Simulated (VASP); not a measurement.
# Si7Ge (R3m) in VASP: single point with PBEsol

Aim: the single point of Si7Ge with PBEsol.

All numbers are computed with VASP 6.6.1; they aren't measurements. Logs are shortened: lines on timing, memory, paths and dates and some standing lists are left out, and cuts for length are marked.

## (1) The cell of the first run

The structure is trigonal, space group R3m (No. 160). The conventional cell has a = 7.720 Å, b = 7.720 Å, c = 9.456 Å, α = 90.00°, β = 90.00°, γ = 120.00°. Within 3.1 Å of Si (site symmetry 3m) lie 3 Si at 2.36 Å and 1 Ge at 2.40 Å. Within 3.1 Å of Si (site symmetry m) lie 4 Si at 2.36 Å. Within 3.1 Å of Si (site symmetry m) lie 3 Si at 2.36 Å and 1 Ge at 2.39 Å. Within 3.2 Å of Ge (site symmetry 3m) lie 4 Si at 2.39 to 2.40 Å.

## (2) Single point, PBEsol (mode 4 (110.9 1/cm) frozen in, largest displacement -0.075 Å)

File INCAR:

```
PREC = Accurate
ENCUT = 520
EDIFF = 1E-7
ISMEAR = 0
SIGMA = 0.03
LREAL = False
LASPH = True
NELM = 80
ALGO = Normal
ISIF = 2
LWAVE = False
LCHARG = False
GGA = PS
NBANDS = 31
```

File KPOINTS:

```
Automatic mesh
0
Gamma
  6 6 6
```

File POSCAR:

```
Si7Ge
1.0
    5.4591768100      0.0000000000      0.0000000000
    0.0000000000      5.4591768100      0.0000000000
    0.0000000000      0.0000000000      5.4591768100
Si Ge
7 1
Direct
    0.2457423599      0.2457423599      0.2457423599
    0.0100494708      0.5018312183      0.5018312183
    0.5018312183      0.5018312183      0.0100494708
    0.5018312183      0.0100494708      0.5018312183
    0.7491024250      0.2628532173      0.7491024250
    0.7491024250      0.7491024250      0.2628532173
    0.2628532173      0.7491024250      0.7491024250
   -0.0079318314     -0.0079318314     -0.0079318314
```

Potentials or basis: VASP PAW PBE potentials, release 64 (Si, Ge_d).

Command:

```
$ cat potpaw_PBE.64/Si/POTCAR potpaw_PBE.64/Ge_d/POTCAR > POTCAR
$ mpirun -np 1 vasp_std > vasp.out
```

OUTCAR:

```text
PREC = Accurate
   ENCUT = 520
   EDIFF = 1E-7
   ISMEAR = 0
   LREAL = False
   LASPH = True
   NELM = 80
   ISIF = 2
   GGA = PS

 ion  position               nearest neighbor table
   1  0.246  0.246  0.246-   2 2.36   3 2.36   4 2.36   8 2.40
   2  0.010  0.502  0.502-   7 2.36   6 2.36   5 2.36   1 2.36
   3  0.502  0.502  0.010-   6 2.36   5 2.36   7 2.36   1 2.36
   4  0.502  0.010  0.502-   5 2.36   6 2.36   7 2.36   1 2.36
   5  0.749  0.263  0.749-   4 2.36   3 2.36   2 2.36   8 2.39
   6  0.749  0.749  0.263-   3 2.36   2 2.36   4 2.36   8 2.39
   7  0.263  0.749  0.749-   2 2.36   3 2.36   4 2.36   8 2.39
   8  0.992  0.992  0.992-   5 2.39   6 2.39   7 2.39   1 2.40

  LATTYP: Found a simple cubic cell.
 ALAT       =     5.4591768100

  Lattice vectors:

 A1 = (   5.4591768100,   0.0000000000,   0.0000000000)
 A2 = (   0.0000000000,   5.4591768100,   0.0000000000)
 A3 = (   0.0000000000,   0.0000000000,   5.4591768100)

Analysis of symmetry for initial positions (statically):
=====================================================================
 Subroutine PRICEL returns:
 Original cell was already a primitive cell.

 Routine SETGRP: Setting up the symmetry group for a
 simple cubic supercell.

 Subroutine GETGRP returns: Found  6 space group operations
 (whereof  6 operations were pure point group operations)
 out of a pool of 48 trial point group operations.

The static configuration has the point symmetry C_3v.

Analysis of symmetry for dynamics (positions and initial velocities):
=====================================================================
 Subroutine PRICEL returns:
 Original cell was already a primitive cell.

 Routine SETGRP: Setting up the symmetry group for a
 simple cubic supercell.

 Subroutine GETGRP returns: Found  6 space group operations
 (whereof  6 operations were pure point group operations)
 out of a pool of 48 trial point group operations.

The dynamic configuration has the point symmetry C_3v.

 Subroutine INISYM returns: Found  6 space group operations
 (whereof  6 operations are pure point group operations),
 and found     1 'primitive' translations

----------------------------------------------------------------------------------------

                                     Primitive cell

  volume of cell :     162.6977

  direct lattice vectors                    reciprocal lattice vectors
     5.459176810  0.000000000  0.000000000     0.183177800  0.000000000  0.000000000
     0.000000000  5.459176810  0.000000000     0.000000000  0.183177800  0.000000000
     0.000000000  0.000000000  5.459176810     0.000000000  0.000000000  0.183177800

  length of vectors
     5.459176810  5.459176810  5.459176810     0.183177800  0.183177800  0.183177800

  position of ions in fractional coordinates (direct lattice)
     0.245742360  0.245742360  0.245742360
     0.010049471  0.501831218  0.501831218
     0.501831218  0.501831218  0.010049471
     0.501831218  0.010049471  0.501831218
     0.749102425  0.262853217  0.749102425
     0.749102425  0.749102425  0.262853217
     0.262853217  0.749102425  0.749102425
     0.992068169  0.992068169  0.992068169

  ion indices of the primitive-cell ions
   primitive index   ion index
                 1           1
                 2           2
                 3           3
                 4           4
                 5           5
                 6           6
                 7           7
                 8           8

----------------------------------------------------------------------------------------

 KPOINTS: Automatic mesh

Automatic generation of k-mesh.
 Grid dimensions read from file:
 generate k-points for:    6    6    6

 Generating k-lattice:

  Cartesian coordinates                     Fractional coordinates (reciprocal lattice)
     0.030529633  0.000000000  0.000000000     0.166666667  0.000000000  0.000000000
     0.000000000  0.030529633  0.000000000     0.000000000  0.166666667  0.000000000
     0.000000000  0.000000000  0.030529633     0.000000000  0.000000000  0.166666667

  Length of vectors
     0.030529633  0.030529633  0.030529633

  Shift w.r.t. Gamma in fractional coordinates (k-lattice)
     0.000000000  0.000000000  0.000000000

 Subroutine IBZKPT returns following result:
 ===========================================

 Found     32 irreducible k-points:

 Following reciprocal coordinates:
            Coordinates               Weight
  0.000000  0.000000  0.000000      1.000000
  0.166667  0.000000  0.000000      6.000000
  0.333333  0.000000  0.000000      6.000000
  0.500000  0.000000  0.000000      3.000000
  0.166667  0.166667  0.000000      6.000000
 -0.166667  0.166667  0.000000      6.000000
[... 16 lines left out ...]
 -0.166667  0.333333  0.333333      6.000000
  0.500000  0.333333  0.166667     12.000000
 [... further k-points ...]
   k-points           NKPTS =     32   k-points in BZ     NKDIM =     32   number of bands    NBANDS=     31
   number of dos      NEDOS =    301   number of ions     NIONS =      8
   total plane-waves  NPLWV =  74088
   dimension x,y,z NGX =    42 NGY =   42 NGZ =   42
   dimension x,y,z NGXF=    84 NGYF=   84 NGZF=   84
   ions per type =               7   1
   NGX,Y,Z   is equivalent  to a cutoff of  12.79, 12.79, 12.79 a.u.
   NGXF,Y,Z  is equivalent  to a cutoff of  25.58, 25.58, 25.58 a.u.
 SYSTEM =  unknown system
   PREC   = accura    normal or accurate (medium, high low for compatibility)
   ISTART =      0    job   : 0-new  1-cont  2-samecut
   ICHARG =      2    charge: 1-file 2-atom 10-const
   ISPIN  =      1    spin polarized calculation?
   LNONCOLLINEAR =      F non collinear calculations
   LSORBIT =      F    spin-orbit coupling
   LASPH  =      T    aspherical Exc in radial PAW
   ENCUT  =  520.0 eV  38.22 Ry    6.18 a.u.  10.15 10.15 10.15*2*pi/ulx,y,z
   NELM   =     80;   NELMIN=  2; NELMDL= -5     # of ELM steps
   EDIFF  = 0.1E-06   stopping-criterion for ELM
   LREAL  =      F    real-space projection
   EDIFFG = 0.1E-05   stopping-criterion for IOM
   NSW    =      0    number of steps for IOM
   IBRION =     -1    ionic relax: 0-MD 1-quasi-New 2-CG
   NFREE  =      0    steps in history (QN), initial steepest desc. (CG)
   ISIF   =      2    stress and relaxation
   ISYM   =      2    0-nonsym 1-usesym 2-fastsym
   POTIM  = 0.5000    time-step for ionic-motion
   TEBEG  =    0.0;   TEEND  =   0.0 temperature during run
   PSTRESS=    0.0 pullay stress
   NELECT =      42.0000    total number of electrons
   NUPDOWN=      -1.0000    fix difference up-down
   EMIN   =  10.00;   EMAX   =-10.00  energy-range for DOS
   EFERMI =   0.00;   METHOD = LEGACY
   ISMEAR =     0;   SIGMA  =   0.03  broadening in eV -4-tet -1-fermi 0-gaus
   EFERMI_NEDOS =   21; number of points for ismear=-14 and -15
   IALGO  =     38    algorithm
   IMIX   =      4    mixing-type and parameters
     AMIX     =   0.40;   BMIX     =  1.00
     AMIX_MAG =   1.60;   BMIX_MAG =  1.00
  volume/ion in A,a.u.               =      20.34       137.24
  Fermi-wavevector in a.u.,A,eV,Ry     =   1.042391  1.969834 14.783813  1.086580
  Thomas-Fermi vector in A             =   2.177054
   LORBIT       =      0    0 simple, 1 ext, 2 COOP (PROOUT), +10 PAW based schemes
   GGA     = PS    functional components
   LHFCALC =     F    Hartree Fock is set to
   AEXX    =    0.0000 exact exchange contribution
   IVDW    =     0    specifies the selected vdW correction
   LEPSILON=     F    determine dielectric tensor
   LRPA    =     F    only Hartree local field effects (RPA)
 non-spin polarized calculation
 Gauss-broadening in eV      SIGMA  =   0.03
  energy-cutoff  :      520.00
  volume of cell :      162.70
 maximum number of plane-waves:      4416
 NGX is ok and might be reduce to    42
   NGX = 21   NGY = 21   NGZ = 21

 number of electron      41.9999985 magnetization

 Free energy of the ion-electron system (eV)
  ---------------------------------------------------
  ext. energy  EPLUGINS =         0.00000000
  ---------------------------------------------------
  free energy    TOTEN  =       -45.10373874 eV

  energy without entropy =      -45.10373874  energy(sigma->0) =      -45.10373874

 E-fermi :   5.7915     XC(G=0):  -9.6411

 val. band max:        5.6629405901   @ k =   0.0000   0.0000   0.0000
 cond. band min:       5.9384251422   @ k =   0.0000   0.0000   0.0000
 fundamental gap:      0.2754845521
 Fermi energy:         5.7915327464

 k-point     1 :       0.0000    0.0000    0.0000
  band No.  band energies     occupation
      1     -18.4628      2.00000
      2     -18.4528      2.00000
      3     -18.4528      2.00000
      4     -18.4301      2.00000
      5     -18.4301      2.00000
      6      -6.4441      2.00000
[... 23 lines left out ...]
     30       8.2103      0.00000
     31       8.5390      0.00000

 k-point     2 :       0.1667    0.0000    0.0000
  band No.  band energies     occupation
      1     -18.4628      2.00000
      2     -18.4528      2.00000
      3     -18.4528      2.00000
      4     -18.4301      2.00000
      5     -18.4301      2.00000
      6      -6.3241      2.00000
[... 23 lines left out ...]
     30       8.8013      0.00000
     31       9.2474      0.00000

 k-point     3 :       0.3333    0.0000    0.0000
  band No.  band energies     occupation
      1     -18.4628      2.00000
      2     -18.4528      2.00000
      3     -18.4528      2.00000
      4     -18.4301      2.00000
      5     -18.4300      2.00000
      6      -5.9673      2.00000
[... 23 lines left out ...]
     30      10.0015      0.00000
     31      10.0161      0.00000

 k-point     4 :       0.5000    0.0000    0.0000
  band No.  band energies     occupation
      1     -18.4628      2.00000
      2     -18.4528      2.00000
      3     -18.4528      2.00000
      4     -18.4301      2.00000
      5     -18.4300      2.00000
      6      -5.4670      2.00000
[... 23 lines left out ...]
     30      10.4924      0.00000
     31      10.5441      0.00000

 k-point     5 :       0.1667    0.1667    0.0000
  band No.  band energies     occupation
      1     -18.4628      2.00000
      2     -18.4528      2.00000
      3     -18.4528      2.00000
      4     -18.4301      2.00000
      5     -18.4301      2.00000
      6      -6.2053      2.00000
[... 23 lines left out ...]
     30       8.5891      0.00000
     31      10.2077      0.00000
[... 542 lines left out ...]
     30      10.3260      0.00000
     31      10.3990      0.00000

 k-point    22 :      -0.3333    0.3333    0.1667
  band No.  band energies     occupation
      1     -18.4628      2.00000
      2     -18.4528      2.00000
      3     -18.4528      2.00000
      4     -18.4300      2.00000
      5     -18.4300      2.00000
      6      -5.4049      2.00000
[... 23 lines left out ...]
     30      10.3303      0.00000
     31      10.3976      0.00000

 k-point    23 :      -0.1667    0.3333    0.3333
  band No.  band energies     occupation
      1     -18.4628      2.00000
      2     -18.4528      2.00000
      3     -18.4528      2.00000
      4     -18.4300      2.00000
      5     -18.4300      2.00000
      6      -5.4055      2.00000
[... 23 lines left out ...]
     30      10.3165      0.00000
     31      10.4145      0.00000

 k-point    24 :       0.5000    0.3333    0.1667
  band No.  band energies     occupation
      1     -18.4628      2.00000
      2     -18.4529      2.00000
      3     -18.4528      2.00000
      4     -18.4300      2.00000
      5     -18.4299      2.00000
      6      -4.9678      2.00000
[... 23 lines left out ...]
     30      10.2469      0.00000
     31      10.2800      0.00000

 [... further k-points ...]
[... 5 lines left out ...]
  --------------------------------------------------------------------------------------
  -------------------------------------------------------------------------------------
  Total       -0.0606248     -0.0606248     -0.0606248     -0.0404434     -0.0404434     -0.0404434
  in kB       -0.5970068     -0.5970068     -0.5970068     -0.3982691     -0.3982691     -0.3982691
  external PRESSURE =      -0.5970068 kB  Pullay stress =       0.0000000 kB

 VOLUME and BASIS-vectors are now :
 -----------------------------------------------------------------------------
  energy-cutoff  :      520.00
  volume of cell :      162.70
      direct lattice vectors                 reciprocal lattice vectors
     5.459176810  0.000000000  0.000000000     0.183177800  0.000000000  0.000000000
     0.000000000  5.459176810  0.000000000     0.000000000  0.183177800  0.000000000
     0.000000000  0.000000000  5.459176810     0.000000000  0.000000000  0.183177800

 POSITION                                       TOTAL-FORCE (eV/Angst)
 -----------------------------------------------------------------------------------
      1.34155      1.34155      1.34155         0.062928      0.062928      0.062928
      0.05486      2.73959      2.73959        -0.070851     -0.025150     -0.025150
      2.73959      2.73959      0.05486        -0.025150     -0.025150     -0.070851
      2.73959      0.05486      2.73959        -0.025150     -0.070851     -0.025150
      4.08948      1.43496      4.08948         0.008432     -0.078972      0.008432
      4.08948      4.08948      1.43496         0.008432      0.008432     -0.078972
      1.43496      4.08948      4.08948        -0.078972      0.008432      0.008432
      5.41588      5.41588      5.41588         0.120332      0.120332      0.120332
 -----------------------------------------------------------------------------------
    total drift:                               -0.001243     -0.001243     -0.001226

  FREE ENERGIE OF THE ION-ELECTRON SYSTEM (eV)
  ---------------------------------------------------
  free  energy   TOTEN  =       -45.1037387433 eV

  energy  without entropy=      -45.1037387433  energy(sigma->0) =      -45.10373874
```

Wall time 2 min (1 thread of Intel Xeon Platinum 8124M at 3.00GHz (Skylake/Cascade Lake), shared host); peak memory 0.33 GiB.

Results:

```
Free energy            : -45.1037 eV
Pressure               : -0.1 GPa
Largest force          : 0.208 eV/Å
Band gap on the k mesh : 0.28 eV, direct
```

Forces in eV/Å, atoms in the order of the input:
```
Si   0.063  0.063  0.063
Si  -0.071 -0.025 -0.025
Si  -0.025 -0.025 -0.071
Si  -0.025 -0.071 -0.025
Si   0.008 -0.079  0.008
Si   0.008  0.008 -0.079
Si  -0.079  0.008  0.008
Ge   0.120  0.120  0.120
```

Caveat: the cell differs from its parent crystal (mode 4 (110.9 1/cm) frozen in, largest displacement -0.075 Å); the PAW data sets were made with another functional, which shifts forces and pressure a little. A k mesh can miss the band edges.
